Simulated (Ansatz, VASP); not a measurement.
**One calculation of MgO, two programs**

```
Mg O
1.0
     2.82886    0.00000    0.00000
     0.00000    2.82886    0.00000
     0.00000    0.00000    5.04971
Mg O
1 1
Cartesian
  1.4144 1.4144 0.0000
  0.0000 0.0000 0.0000
```

Alike in both runs: functional PBE; k mesh 10 × 10 × 6; occupations gaussian, width 0.02 eV; no spin polarisation.

Ansatz relaxed the structure, and its values are those at the end. VASP's run is a single point on that final structure, the one shown.

```csv
,VASP,Ansatz
version,VASP 6.6.1,Ansatz 0.2.0
potentials or method,"VASP PAW PBE potentials, release 64 (Mg, O), cutoff 520 eV","scalar-relativistic, plane waves, PAW"
valence electrons in the cell,8,16
```

```tsv
	VASP	Ansatz	Ansatz less VASP
gap on the k mesh at the Fermi level (eV)	2.26	2.27	+0.013
least direct gap on the mesh (eV)	2.50	2.51	+0.008
pressure (GPa)	-0.2	0.0	+0.22
```

VASP's potentials hold 8 valence electrons a cell and Ansatz's 16, so a difference there can come from the potentials and not from the codes.
